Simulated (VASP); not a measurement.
BaBe5H10: single point with PBE

The system is BaBe5H10.

```
Ba Be H
1.0
     4.27541   -0.00029    0.01198
    -0.06258    4.77831   -0.00235
    -0.94083   -0.81211    8.15914
Ba Be H
1 5 10
Direct
  0.99140 0.52031 0.27978
  0.57427 0.95836 0.71482
  0.44756 0.76776 0.93253
  0.45326 0.23859 0.92287
  0.59459 0.02967 0.40678
  0.94168 0.99676 0.92234
  0.41459 0.70775 0.75712
  0.43056 0.23091 0.74795
  0.50054 0.88288 0.54069
  0.91372 0.95847 0.74666
  0.58331 0.51357 0.00165
  0.47626 0.83138 0.27166
  0.12281 0.76543 0.98352
  0.49869 0.31043 0.39488
  0.12826 0.25358 0.97444
  0.92849 0.03414 0.40230
```

* Program: VASP 6.6.1
* Task: single point
* Functional: PBE
* Potentials or basis: VASP PAW PBE potentials, release 64 (Ba_sv, Be, H)
* Cutoff: 520 eV
* k mesh: 6 × 6 × 4
* Occupations: gaussian, width 0.02 eV
* Spin: no spin polarisation

* Pressure: 0.2 GPa
* Largest force: 0.033 eV/Å
* Band gap on the k mesh: 2.40 eV, indirect (least direct gap 2.79 eV)

Forces on the atoms (eV/Å):
```
Ba   0.014 -0.015 -0.023
Be  -0.002 -0.001 -0.011
Be   0.004  0.008  0.000
Be   0.003 -0.005  0.002
Be  -0.011  0.004  0.004
Be  -0.007 -0.001  0.005
H   -0.004 -0.008 -0.007
H   -0.003  0.008 -0.006
H   -0.001  0.000  0.008
H    0.010 -0.001 -0.008
H   -0.003  0.000 -0.006
H   -0.001  0.028 -0.001
H   -0.001 -0.001  0.000
H    0.004 -0.023  0.022
H    0.001  0.002 -0.003
H   -0.003  0.005  0.022
```

Stress tensor (GPa, compression positive):
```
 0.24  0.00 -0.01
 0.00  0.18 -0.01
-0.01 -0.01  0.10
```

Levels at points of the mesh, in eV from the valence-band top:
```tsv
k point	band 13	band 14	band 15	band 16	band 17	band 18
(0.00, 0.00, 0.00)	-1.63	-1.59	-0.51	2.49	3.31	3.86
(0.50, 0.00, 0.00)	-2.30	-2.18	-0.62	2.97	3.29	3.53
(0.00, 0.50, 0.00)	-2.27	-0.99	-0.12	2.83	2.95	3.61
(0.50, 0.50, 0.00)	-2.11	-1.93	-0.07	3.73	4.08	4.45
(0.00, 0.00, 0.50)	-1.60	-1.51	-0.71	2.49	3.33	3.87
(0.50, 0.00, 0.50)	-2.27	-2.04	-0.93	3.15	3.28	3.80
(0.00, 0.50, 0.50)	-2.38	-1.01	-0.36	2.87	3.22	3.42
(0.50, 0.50, 0.50)	-2.08	-1.76	-0.52	3.22	3.95	4.27
```

It took 5.2 min on 1 thread of AMD EPYC 9R45 96-Core Processor (Zen 5), with other jobs on the host, peak memory 0.36 GiB.

Caveat: spin-orbit coupling is left out, which moves the levels of the heavy elements. A k mesh can miss the band edges.
